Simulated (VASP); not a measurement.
# GeN (C222_1) in VASP: single point with PBE

Aim: the single point of GeN with PBE.

Everything below comes from runs of VASP 6.6.1. Logs are shortened: lines on timing, memory, paths and dates and some standing lists are left out, and cuts for length are marked.

**1. The cell of the first run**

It takes space group C222_1 (No. 20, orthorhombic). Conventional cell: a = 3.720 Å, b = 9.264 Å, c = 6.701 Å, α = 90.00°, β = 90.00°, γ = 90.00°. Within 3.1 Å of Ge (site symmetry 2) lie 6 N at 2.09 to 3.03 Å and 4 Ge at 2.77 to 2.88 Å. Within 3.5 Å of Ge (site symmetry 2) lie 12 N at 2.63 to 3.47 Å and 6 Ge at 2.77 to 3.35 Å. Within 1.6 Å of N (site symmetry 1) lie 1 N at 1.21 Å.

The cell was generated, and may not be a known phase.

**2. Single point, PBE**

Input file INCAR:

```
SYSTEM = GeN
ALGO     = Normal         ! electronic algorithm
EDIFF    = 1E-6           ! SCF threshold, eV
ENCUT    = 520            ! plane-wave cutoff, eV
GGA      = PE             ! functional
ISIF     = 2              ! what is computed and relaxed
ISMEAR   = 0              ! smearing method
LASPH    = .True.         ! aspherical terms in the spheres
LCHARG   = .False.        ! write CHGCAR
LREAL    = .False.        ! projectors in reciprocal space
LWAVE    = .False.        ! write WAVECAR
NBANDS   = 48             ! bands
NELM     = 60             ! most SCF steps
PREC     = Accurate       ! precision mode
SIGMA    = 0.1            ! smearing width, eV
```

Input file KPOINTS:

```
k-points
0
Gamma
  6 6 4
  0 0 0
```

Input file POSCAR:

```
GeN
1.0
    1.8602344526     -4.6320111502      0.0000000000
    1.8602344526      4.6320111502      0.0000000000
    0.0000000000      0.0000000000      6.7012418005
Ge N
4 4
Direct
    0.6403023581      0.3596976419      0.7500000000
    0.3596976419      0.6403023581      0.2500000000
    0.0224615083      0.0224615083      0.5000000000
    0.9775384917      0.9775384917      0.0000000000
    0.4823282764      0.8423990292      0.7525280117
    0.5176717236      0.1576009708      0.2525280117
    0.8423990292      0.4823282764      0.2474719883
    0.1576009708      0.5176717236      0.7474719883
```

Potentials or basis: VASP PAW PBE potentials, release 64 (Ge_d, N).

Run with:

```bash
$ cat potpaw_PBE.64/Ge_d/POTCAR potpaw_PBE.64/N/POTCAR > POTCAR
$ mpirun -np 1 vasp_std > vasp.out
```

OUTCAR:

```text
SYSTEM = GeN
   EDIFF = 1E-6
   ENCUT = 520
   GGA = PE
   ISIF = 2
   ISMEAR = 0
   LASPH = .True.
   LREAL = .False.
   NELM = 60
   PREC = Accurate

 ion  position               nearest neighbor table
   1  0.640  0.360  0.750-   8 2.09   5 2.09   4 2.77   3 2.77   3 2.88   4 2.88
   2  0.360  0.640  0.250-   6 2.09   7 2.09   3 2.77   4 2.77   4 2.88   3 2.88
   3  0.022  0.022  0.500-   1 2.77   2 2.77   1 2.88   2 2.88
   4  0.978  0.978  0.000-   1 2.77   2 2.77   1 2.88   2 2.88
   5  0.482  0.842  0.753-   8 1.21   1 2.09
   6  0.518  0.158  0.253-   7 1.21   2 2.09
   7  0.842  0.482  0.247-   6 1.21   2 2.09
   8  0.158  0.518  0.747-   5 1.21   1 2.09

  LATTYP: Found a base centered orthorhombic cell.
 ALAT       =     3.7204689052
 B/A-ratio  =     2.4900147096
 C/A-ratio  =     1.8011820475

  Lattice vectors:

 A1 = (   1.8602344526,  -4.6320111502,   0.0000000000)
 A2 = (   1.8602344526,   4.6320111502,   0.0000000000)
 A3 = (   0.0000000000,   0.0000000000,   6.7012418005)

Analysis of symmetry for initial positions (statically):
=====================================================================
 Subroutine PRICEL returns:
 Original cell was already a primitive cell.

 Routine SETGRP: Setting up the symmetry group for a
 base centered orthorhombic supercell.

 Subroutine GETGRP returns: Found  4 space group operations
 (whereof  2 operations were pure point group operations)
 out of a pool of  8 trial point group operations.

The static configuration has the point symmetry C_2 .
 The point group associated with its full space group is D_2 .

Analysis of symmetry for dynamics (positions and initial velocities):
=====================================================================
 Subroutine PRICEL returns:
 Original cell was already a primitive cell.

 Routine SETGRP: Setting up the symmetry group for a
 base centered orthorhombic supercell.

 Subroutine GETGRP returns: Found  4 space group operations
 (whereof  2 operations were pure point group operations)
 out of a pool of  8 trial point group operations.

The dynamic configuration has the point symmetry C_2 .
 The point group associated with its full space group is D_2 .

 Subroutine INISYM returns: Found  4 space group operations
 (whereof  2 operations are pure point group operations),
 and found     1 'primitive' translations

----------------------------------------------------------------------------------------

                                     Primitive cell

  volume of cell :     115.4842

  direct lattice vectors                    reciprocal lattice vectors
     1.860234453 -4.632011150  0.000000000     0.268783324 -0.107944472  0.000000000
     1.860234453  4.632011150  0.000000000     0.268783324  0.107944472  0.000000000
     0.000000000  0.000000000  6.701241801     0.000000000  0.000000000  0.149226073

  length of vectors
     4.991592883  4.991592883  6.701241801     0.289648899  0.289648899  0.149226073

  position of ions in fractional coordinates (direct lattice)
     0.640302358  0.359697642  0.750000000
     0.359697642  0.640302358  0.250000000
     0.022461508  0.022461508  0.500000000
     0.977538492  0.977538492  0.000000000
     0.482328276  0.842399029  0.752528012
     0.517671724  0.157600971  0.252528012
     0.842399029  0.482328276  0.247471988
     0.157600971  0.517671724  0.747471988

  ion indices of the primitive-cell ions
   primitive index   ion index
                 1           1
                 2           2
                 3           3
                 4           4
                 5           5
                 6           6
                 7           7
                 8           8

----------------------------------------------------------------------------------------

 KPOINTS: k-points

Automatic generation of k-mesh.
 Grid dimensions read from file:
 generate k-points for:    6    6    4

 Generating k-lattice:

  Cartesian coordinates                     Fractional coordinates (reciprocal lattice)
     0.044797221 -0.017990745  0.000000000     0.166666667  0.000000000  0.000000000
     0.044797221  0.017990745  0.000000000     0.000000000  0.166666667  0.000000000
     0.000000000  0.000000000  0.037306518     0.000000000  0.000000000  0.250000000

  Length of vectors
     0.048274816  0.048274816  0.037306518

  Shift w.r.t. Gamma in fractional coordinates (k-lattice)
     0.000000000  0.000000000  0.000000000

 Subroutine IBZKPT returns following result:
 ===========================================

 Found     39 irreducible k-points:

 Following reciprocal coordinates:
            Coordinates               Weight
  0.000000  0.000000  0.000000      1.000000
  0.166667  0.000000  0.000000      4.000000
  0.333333 -0.000000  0.000000      4.000000
  0.500000 -0.000000  0.000000      2.000000
  0.166667  0.166667  0.000000      2.000000
  0.333333  0.166667  0.000000      4.000000
[... 16 lines left out ...]
  0.333333  0.333333  0.250000      4.000000
  0.500000  0.333333  0.250000      8.000000
 [... further k-points ...]
   k-points           NKPTS =     39   k-points in BZ     NKDIM =     39   number of bands    NBANDS=     48
   number of dos      NEDOS =    301   number of ions     NIONS =      8
   total plane-waves  NPLWV =  80000
   dimension x,y,z NGX =    40 NGY =   40 NGZ =   50
   dimension x,y,z NGXF=    80 NGYF=   80 NGZF=  100
   ions per type =               4   4
   NGX,Y,Z   is equivalent  to a cutoff of  13.32, 13.32, 12.40 a.u.
   NGXF,Y,Z  is equivalent  to a cutoff of  26.64, 26.64, 24.81 a.u.
 SYSTEM =  GeN
   PREC   = accura    normal or accurate (medium, high low for compatibility)
   ISTART =      0    job   : 0-new  1-cont  2-samecut
   ICHARG =      2    charge: 1-file 2-atom 10-const
   ISPIN  =      1    spin polarized calculation?
   LNONCOLLINEAR =      F non collinear calculations
   LSORBIT =      F    spin-orbit coupling
   LASPH  =      T    aspherical Exc in radial PAW
   ENCUT  =  520.0 eV  38.22 Ry    6.18 a.u.   9.28  9.28 12.46*2*pi/ulx,y,z
   NELM   =     60;   NELMIN=  2; NELMDL= -5     # of ELM steps
   EDIFF  = 0.1E-05   stopping-criterion for ELM
   LREAL  =      F    real-space projection
   EDIFFG = 0.1E-04   stopping-criterion for IOM
   NSW    =      0    number of steps for IOM
[... 5 lines left out ...]
   TEBEG  =    0.0;   TEEND  =   0.0 temperature during run
   PSTRESS=    0.0 pullay stress
   NELECT =      76.0000    total number of electrons
   NUPDOWN=      -1.0000    fix difference up-down
   EMIN   =  10.00;   EMAX   =-10.00  energy-range for DOS
   EFERMI =   0.00;   METHOD = LEGACY
   ISMEAR =     0;   SIGMA  =   0.10  broadening in eV -4-tet -1-fermi 0-gaus
   EFERMI_NEDOS =   21; number of points for ismear=-14 and -15
   IALGO  =     38    algorithm
   IMIX   =      4    mixing-type and parameters
     AMIX     =   0.40;   BMIX     =  1.00
     AMIX_MAG =   1.60;   BMIX_MAG =  1.00
  volume/ion in A,a.u.               =      14.44        97.42
  Fermi-wavevector in a.u.,A,eV,Ry     =   1.423984  2.690940 27.588956  2.027731
  Thomas-Fermi vector in A             =   2.544524
   LORBIT       =      0    0 simple, 1 ext, 2 COOP (PROOUT), +10 PAW based schemes
   GGA     = PE    functional components
   LHFCALC =     F    Hartree Fock is set to
   AEXX    =    0.0000 exact exchange contribution
   IVDW    =     0    specifies the selected vdW correction
   LEPSILON=     F    determine dielectric tensor
   LRPA    =     F    only Hartree local field effects (RPA)
 non-spin polarized calculation
 Gauss-broadening in eV      SIGMA  =   0.10
  energy-cutoff  :      520.00
  volume of cell :      115.48
 maximum number of plane-waves:      3127
 NGX is ok and might be reduce to    40
   NGX = 19   NGY = 19   NGZ = 25

 number of electron      75.9999967 magnetization

 Free energy of the ion-electron system (eV)
  ---------------------------------------------------
  ext. energy  EPLUGINS =         0.00000000
  ---------------------------------------------------
  free energy    TOTEN  =       -46.57902549 eV

  energy without entropy =      -46.56292003  energy(sigma->0) =      -46.57097276

 E-fermi :   5.6306     XC(G=0): -10.8494

 val. band max:        5.6230761518   @ k =  -0.3333   0.3333   0.0000
 cond. band min:       5.6333788581   @ k =   0.5000  -0.0000   0.5000
 fundamental gap:      0.0103027063
 Fermi energy:         5.6305579581

 k-point     1 :       0.0000    0.0000    0.0000
  band No.  band energies     occupation
      1     -19.2954      2.00000
      2     -19.2878      2.00000
      3     -19.2869      2.00000
      4     -19.2590      2.00000
      5     -19.2559      2.00000
      6     -19.2392      2.00000
[... 40 lines left out ...]
     47      10.8709      0.00000
     48      11.4867      0.00000

 k-point     2 :       0.1667    0.0000    0.0000
  band No.  band energies     occupation
      1     -19.2936      2.00000
      2     -19.2880      2.00000
      3     -19.2858      2.00000
      4     -19.2610      2.00000
      5     -19.2608      2.00000
      6     -19.2348      2.00000
[... 40 lines left out ...]
     47      10.8315      0.00000
     48      11.1736      0.00000

 k-point     3 :       0.3333   -0.0000    0.0000
  band No.  band energies     occupation
      1     -19.2917      2.00000
      2     -19.2854      2.00000
      3     -19.2843      2.00000
      4     -19.2692      2.00000
      5     -19.2644      2.00000
      6     -19.2288      2.00000
[... 1060 lines left out ...]
     47      11.9761      0.00000
     48      12.1379      0.00000

 k-point    24 :       0.5000    0.3333    0.2500
  band No.  band energies     occupation
      1     -19.2883      2.00000
      2     -19.2845      2.00000
      3     -19.2771      2.00000
      4     -19.2654      2.00000
      5     -19.2551      2.00000
      6     -19.2378      2.00000
[... 40 lines left out ...]
     47      11.2555      0.00000
     48      11.3350      0.00000

 [... further k-points ...]

------------------------ aborting loop because EDIFF is reached ----------------------------------------

  FORCE on cell =-STRESS in cart. coord.  units (eV):
  Direction    XX          YY          ZZ          XY          YZ          ZX
  --------------------------------------------------------------------------------------
  -------------------------------------------------------------------------------------
  Total        0.7144284     -0.1482350     -0.1007131      0.0000000      0.0000000      0.0000000
  in kB        9.9116677     -2.0565480     -1.3972501      0.0000000      0.0000000      0.0000000
  external PRESSURE =       2.1526232 kB  Pullay stress =       0.0000000 kB

 VOLUME and BASIS-vectors are now :
 -----------------------------------------------------------------------------
  energy-cutoff  :      520.00
  volume of cell :      115.48
      direct lattice vectors                 reciprocal lattice vectors
     1.860234453 -4.632011150  0.000000000     0.268783324 -0.107944472  0.000000000
     1.860234453  4.632011150  0.000000000     0.268783324  0.107944472  0.000000000
     0.000000000  0.000000000  6.701241801     0.000000000  0.000000000  0.149226073

 POSITION                                       TOTAL-FORCE (eV/Angst)
 -----------------------------------------------------------------------------------
      1.86023     -1.29976      5.02593         0.000000     -0.020955     -0.000000
      1.86023      1.29976      1.67531         0.000000      0.020955     -0.000000
      0.08357      0.00000      3.35062        -0.007071      0.000000     -0.000000
      3.63690      0.00000      0.00000         0.007071      0.000000     -0.000000
      2.46430      1.66785      5.04287         0.341858      0.006502      0.009669
      1.25617     -1.66785      1.69225        -0.341858     -0.006502      0.009669
      2.46430     -1.66785      1.65837         0.341858     -0.006502     -0.009669
      1.25617      1.66785      5.00899        -0.341858      0.006502     -0.009669
 -----------------------------------------------------------------------------------
    total drift:                               -0.000000     -0.000000     -0.000000

  FREE ENERGIE OF THE ION-ELECTRON SYSTEM (eV)
  ---------------------------------------------------
  free  energy   TOTEN  =       -46.5790254885 eV

  energy  without entropy=      -46.5629200285  energy(sigma->0) =      -46.57097276
```

Run time: 2.6 min. Hardware: 1 thread of Intel Xeon 6975P-C (Granite Rapids), shared host; peak memory 0.35 GiB.

Results:

```yaml
Free_energy: -46.5790 eV
Pressure: 0.2 GPa
Largest_force: 0.342 eV/Å
Band_gap_on_the_k_mesh: zero (bands 38 and 39 overlap by 1.98 eV)
```

Forces in eV/Å, atoms in the order of the input:
```
Ge   0.000 -0.021  0.000
Ge   0.000  0.021  0.000
Ge  -0.007  0.000  0.000
Ge   0.007  0.000  0.000
N    0.342  0.007  0.010
N   -0.342 -0.007  0.010
N    0.342 -0.007 -0.010
N   -0.342  0.007 -0.010
```

Levels at points of the mesh, in eV from the Fermi level:
```
           k point  band 34  band 35  band 36  band 37  band 38  band 39  band 40  band 41  band 42  band 43
(0.00, 0.00, 0.00)    -2.29    -1.97    -1.29    -0.62     0.92     0.98     1.20     2.46     3.18     3.28
(0.50, 0.00, 0.00)    -4.71    -2.94    -2.42    -1.70    -1.32    -0.37    -0.04     2.19     2.31     2.79
(0.50, 0.50, 0.00)    -1.44    -1.05     0.06     0.18     0.24     0.45     1.28     1.87     2.47     2.73
(0.00, 0.00, 0.50)    -4.08    -1.51    -1.51     0.22     0.22     1.40     1.40     1.97     1.97     3.52
(0.50, 0.00, 0.50)    -4.84    -2.41    -2.41    -1.03    -1.03    -0.18    -0.18     0.00     0.00     4.15
(0.50, 0.50, 0.50)    -3.77     0.02     0.02     0.25     0.25     0.50     0.50     2.12     2.12     2.41
```

Caveat: the standard files for N, O and F lose accuracy on very short bonds.
